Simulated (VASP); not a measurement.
# Mg (P6_3/mmc) in VASP: further runs, part 2 of 2

VASP 6.6.1. The steps go on from the part before.

## (3) Relaxation of cell and atoms, PBE+D3(BJ)

This run uses another cell than the first one, of 23.24 Å³/atom, 1.071 times its volume.

Input file INCAR:

```
SYSTEM = Mg
ALGO     = Normal         ! electronic algorithm
EDIFF    = 1E-7           ! SCF threshold, eV
EDIFFG   = -0.005         ! ionic threshold
ENCUT    = 600            ! plane-wave cutoff, eV
GGA      = PE             ! functional
IBRION   = 2              ! ionic algorithm
ISIF     = 3              ! what is computed and relaxed
ISMEAR   = 0              ! smearing method
IVDW     = 12             ! dispersion correction
LASPH    = .TRUE.         ! aspherical terms in the spheres
LCHARG   = .FALSE.        ! write CHGCAR
LREAL    = .FALSE.        ! projectors in reciprocal space
LWAVE    = .FALSE.        ! write WAVECAR
NELM     = 100            ! most SCF steps
NSW      = 100            ! ionic steps
PREC     = Accurate       ! precision mode
SIGMA    = 0.1            ! smearing width, eV
```

Input file KPOINTS:

```
k-points
0
G
  15 15 8
  0 0 0
```

Input file POSCAR:

```
Mg
1.0
    3.2092715325      0.0000000000      0.0000000000
   -1.6046357662      2.7793106748      0.0000000000
    0.0000000000      0.0000000000      5.2103300000
Mg
2
Direct
    0.3333333333      0.6666666667      0.2500000000
    0.6666666667      0.3333333333      0.7500000000
```

Potentials or basis: VASP PAW PBE potentials, release 64 (Mg).

Launch:

```console
$ cat potpaw_PBE.64/Mg/POTCAR > POTCAR
$ mpirun -np 1 vasp_std > vasp.out
```

OUTCAR:

```text
SYSTEM = Mg
   EDIFF = 1E-7
   EDIFFG = -0.005
   ENCUT = 600
   GGA = PE
   IBRION = 2
   ISIF = 3
   ISMEAR = 0
   IVDW = 12
   LASPH = .TRUE.
   LREAL = .FALSE.
   NELM = 100
   NSW = 100
   PREC = Accurate
 IVDW          = 12

 ion  position               nearest neighbor table
   1  0.333  0.667  0.250-   2 3.20   2 3.20   2 3.20   2 3.20   2 3.20   2 3.20
   2  0.667  0.333  0.750-   1 3.20   1 3.20   1 3.20   1 3.20   1 3.20   1 3.20

  LATTYP: Found a hexagonal cell.
 ALAT       =     3.2092715325
 C/A-ratio  =     1.6235242008

  Lattice vectors:

 A1 = (   3.2092715325,   0.0000000000,   0.0000000000)
 A2 = (  -1.6046357662,   2.7793106748,   0.0000000000)
 A3 = (   0.0000000000,   0.0000000000,   5.2103300000)

Analysis of symmetry for initial positions (statically):
=====================================================================
 Subroutine PRICEL returns:
 Original cell was already a primitive cell.

 Routine SETGRP: Setting up the symmetry group for a
 hexagonal supercell.

 Subroutine GETGRP returns: Found 24 space group operations
 (whereof 12 operations were pure point group operations)
 out of a pool of 24 trial point group operations.

The static configuration has the point symmetry D_3d.
 The point group associated with its full space group is D_6h.

Analysis of symmetry for dynamics (positions and initial velocities):
=====================================================================
 Subroutine PRICEL returns:
 Original cell was already a primitive cell.

 Routine SETGRP: Setting up the symmetry group for a
 hexagonal supercell.

 Subroutine GETGRP returns: Found 24 space group operations
 (whereof 12 operations were pure point group operations)
 out of a pool of 24 trial point group operations.

The dynamic configuration has the point symmetry D_3d.
 The point group associated with its full space group is D_6h.

 Subroutine INISYM returns: Found 24 space group operations
 (whereof 12 operations are pure point group operations),
 and found     1 'primitive' translations

----------------------------------------------------------------------------------------

                                     Primitive cell

  volume of cell :      46.4739

  direct lattice vectors                    reciprocal lattice vectors
     3.209271532  0.000000000  0.000000000     0.311597193  0.179900723  0.000000000
    -1.604635766  2.779310675  0.000000000     0.000000000  0.359801446  0.000000000
     0.000000000  0.000000000  5.210330000     0.000000000  0.000000000  0.191926423

  length of vectors
     3.209271532  3.209271532  5.210330000     0.359801446  0.359801446  0.191926423

  position of ions in fractional coordinates (direct lattice)
     0.333333333  0.666666667  0.250000000
     0.666666667  0.333333333  0.750000000

  ion indices of the primitive-cell ions
   primitive index   ion index
                 1           1
                 2           2

----------------------------------------------------------------------------------------

 KPOINTS: k-points

Automatic generation of k-mesh.
 Grid dimensions read from file:
 generate k-points for:   15   15    8

 Generating k-lattice:

  Cartesian coordinates                     Fractional coordinates (reciprocal lattice)
     0.020773146  0.011993382  0.000000000     0.066666667  0.000000000  0.000000000
     0.000000000  0.023986763  0.000000000     0.000000000  0.066666667  0.000000000
     0.000000000  0.000000000  0.023990803     0.000000000  0.000000000  0.125000000

  Length of vectors
     0.023986763  0.023986763  0.023990803

  Shift w.r.t. Gamma in fractional coordinates (k-lattice)
     0.000000000  0.000000000  0.000000000

 Subroutine IBZKPT returns following result:
 ===========================================

 Found    135 irreducible k-points:

 Following reciprocal coordinates:
            Coordinates               Weight
  0.000000  0.000000  0.000000      1.000000
  0.066667  0.000000  0.000000      6.000000
  0.133333  0.000000  0.000000      6.000000
  0.200000  0.000000  0.000000      6.000000
  0.266667  0.000000  0.000000      6.000000
  0.333333  0.000000  0.000000      6.000000
[... 16 lines left out ...]
  0.333333  0.200000  0.000000     12.000000
  0.400000  0.200000  0.000000      6.000000
 [... further k-points ...]
   k-points           NKPTS =    135   k-points in BZ     NKDIM =    135   number of bands    NBANDS=      6
   number of dos      NEDOS =    301   number of ions     NIONS =      2
   total plane-waves  NPLWV =  32928
   dimension x,y,z NGX =    28 NGY =   28 NGZ =   42
   dimension x,y,z NGXF=    56 NGYF=   56 NGZF=   84
   ions per type =               2
   NGX,Y,Z   is equivalent  to a cutoff of  14.50, 14.50, 13.40 a.u.
   NGXF,Y,Z  is equivalent  to a cutoff of  29.01, 29.01, 26.80 a.u.
 SYSTEM =  Mg
   PREC   = accura    normal or accurate (medium, high low for compatibility)
   ISTART =      0    job   : 0-new  1-cont  2-samecut
   ICHARG =      2    charge: 1-file 2-atom 10-const
   ISPIN  =      1    spin polarized calculation?
   LNONCOLLINEAR =      F non collinear calculations
   LSORBIT =      F    spin-orbit coupling
   LASPH  =      T    aspherical Exc in radial PAW
   ENCUT  =  600.0 eV  44.10 Ry    6.64 a.u.   6.41  6.41 10.41*2*pi/ulx,y,z
   NELM   =    100;   NELMIN=  2; NELMDL= -5     # of ELM steps
   EDIFF  = 0.1E-06   stopping-criterion for ELM
   LREAL  =      F    real-space projection
   EDIFFG = -.5E-02   stopping-criterion for IOM
   NSW    =    100    number of steps for IOM
   IBRION =      2    ionic relax: 0-MD 1-quasi-New 2-CG
   NFREE  =      1    steps in history (QN), initial steepest desc. (CG)
   ISIF   =      3    stress and relaxation
   ISYM   =      2    0-nonsym 1-usesym 2-fastsym
   POTIM  = 0.5000    time-step for ionic-motion
   TEBEG  =    0.0;   TEEND  =   0.0 temperature during run
   PSTRESS=    0.0 pullay stress
   NELECT =       4.0000    total number of electrons
   NUPDOWN=      -1.0000    fix difference up-down
   EMIN   =  10.00;   EMAX   =-10.00  energy-range for DOS
   EFERMI =   0.00;   METHOD = LEGACY
   ISMEAR =     0;   SIGMA  =   0.10  broadening in eV -4-tet -1-fermi 0-gaus
   EFERMI_NEDOS =   21; number of points for ismear=-14 and -15
   IALGO  =     38    algorithm
   IMIX   =      4    mixing-type and parameters
     AMIX     =   0.40;   BMIX     =  1.00
     AMIX_MAG =   1.60;   BMIX_MAG =  1.00
  volume/ion in A,a.u.               =      23.24       156.81
  Fermi-wavevector in a.u.,A,eV,Ry     =   0.722812  1.365916  7.108458  0.522457
  Thomas-Fermi vector in A             =   1.812869
   LORBIT       =      0    0 simple, 1 ext, 2 COOP (PROOUT), +10 PAW based schemes
   GGA     = PE    functional components
   LHFCALC =     F    Hartree Fock is set to
   AEXX    =    0.0000 exact exchange contribution
   IVDW    =    12    specifies the selected vdW correction
   LEPSILON=     F    determine dielectric tensor
   LRPA    =     F    only Hartree local field effects (RPA)
 conjugate gradient relaxation of ions
 non-spin polarized calculation
 Gauss-broadening in eV      SIGMA  =   0.10
  energy-cutoff  :      600.00
  volume of cell :       46.47
 maximum number of plane-waves:      1572
 NGX is ok and might be reduce to    28
   NGX = 13   NGY = 13   NGZ = 21

--------------------------------------- Ionic step        1  -------------------------------------------

 number of electron       4.0000000 magnetization

 Free energy of the ion-electron system (eV)
  ---------------------------------------------------
  ext. energy  EPLUGINS =         0.00000000
  ---------------------------------------------------
  free energy    TOTEN  =        -3.01270515 eV

  energy without entropy =       -3.00770050  energy(sigma->0) =       -3.01020282

------------------------ aborting loop because EDIFF is reached ----------------------------------------

 Edisp (eV)   -0.56015

 E8    (eV) :    -0.2457
[... 191 lines left out ...]
--------------------------------------- Ionic step        6  -------------------------------------------

 number of electron       4.0000000 magnetization

 Free energy of the ion-electron system (eV)
  ---------------------------------------------------
  ext. energy  EPLUGINS =         0.00000000
  ---------------------------------------------------
  free energy    TOTEN  =        -2.99857128 eV

  energy without entropy =       -2.99402512  energy(sigma->0) =       -2.99629820

 E-fermi :   2.9496     XC(G=0):  -8.6777

 val. band max:        2.9469634214   @ k =   0.2667   0.2667   0.2500
 cond. band min:       2.9557981617   @ k =   0.3333   0.1333   0.0000
 fundamental gap:      0.0088347402
 Fermi energy:         2.9496173758

 k-point     1 :       0.0000    0.0000    0.0000
  band No.  band energies     occupation
      1      -4.2402      2.00000
      2       1.2430      2.00000
      3       1.8403      2.00000
      4      14.0980      0.00000
      5      14.0980      0.00000
      6      14.3045      0.00000
[... 199 lines left out ...]
 k-point    24 :       0.4000    0.2000    0.0000
  band No.  band energies     occupation
      1       1.2379      2.00000
      2       1.2979      2.00000
      3       4.8561      0.00000
      4       6.2657      0.00000
      5       6.5947      0.00000
      6       6.9935      0.00000

 [... further k-points ...]

------------------------ aborting loop because EDIFF is reached ----------------------------------------

 Edisp (eV)   -0.60186

 E8    (eV) :    -0.2636
[... 25 lines left out ...]
  FREE ENERGIE OF THE ION-ELECTRON SYSTEM (eV)
  ---------------------------------------------------
  free  energy   TOTEN  =        -3.6004284497 eV

  energy  without entropy=       -3.5958822856  energy(sigma->0) =       -3.59815537

 reached required accuracy - stopping structural energy minimisation
```

Wall time 91 s (1 thread of Intel Xeon Platinum 8259CL at 2.50GHz (Skylake/Cascade Lake), shared host); peak memory 0.22 GiB.

What came out:

| Item | Value |
| --- | --- |
| Free energy | -3.6004 eV |
| Relaxed volume | 21.63 Å³/atom |
| Relaxed cell | a = 3.147 Å, b = 3.147 Å, c = 5.042 Å, α = 90.00°, β = 90.00°, γ = 120.00° |
| Space group after relaxing (to 0.05 Å) | P6_3/mmc (No. 194) |
| Energy gained by relaxing | 13.8 meV/atom |
| Ionic steps | 6 |
| Pressure after relaxing | 0.0 GPa |
| Band gap on the k mesh | zero (band 2 reaches 3.85 eV, above the bottom of band 3 at 1.84 eV) |
| Dispersion energy per atom | -0.301 eV |

Step by step:
| step | energy change (eV) | largest force (eV/Å) | pressure (GPa) | volume (Å³) |
| --- | --- | --- | --- | --- |
| 1 | 0.0000 | 0.0000 | -2.50 | 46.47 |
| 2 | -0.0254 | 0.0000 | -0.72 | 44.07 |
| 3 | -0.0273 | 0.0000 | -0.02 | 43.29 |
| 4 | -0.0274 | 0.0000 | 0.04 | 43.23 |
| 5 | -0.0275 | 0.0000 | 0.03 | 43.24 |
| 6 | -0.0276 | 0.0000 | 0.02 | 43.25 |

Final structure:
```xyz
2
Lattice="3.1471 0.0000 0.0000 -1.5736 2.7255 0.0000 0.0000 0.0000 5.0424" Properties=species:S:1:pos:R:3 pbc="T T T"
Mg    0.0000    1.8170    1.2606
Mg    1.5736    0.9085    3.7818
```

Levels at points of the mesh, in eV from the Fermi level:
| k point | band 1 | band 2 | band 3 | band 4 | band 5 | band 6 |
| --- | --- | --- | --- | --- | --- | --- |
| (0.00, 0.00, 0.00) | -7.19 | -1.71 | -1.11 | 11.15 | 11.15 | 11.35 |
| (0.00, 0.00, 0.50) | -5.72 | -5.72 | 5.43 | 5.43 | 11.92 | 11.92 |

Caveat: pairwise dispersion overbinds metals, which lowers pressure and volume.
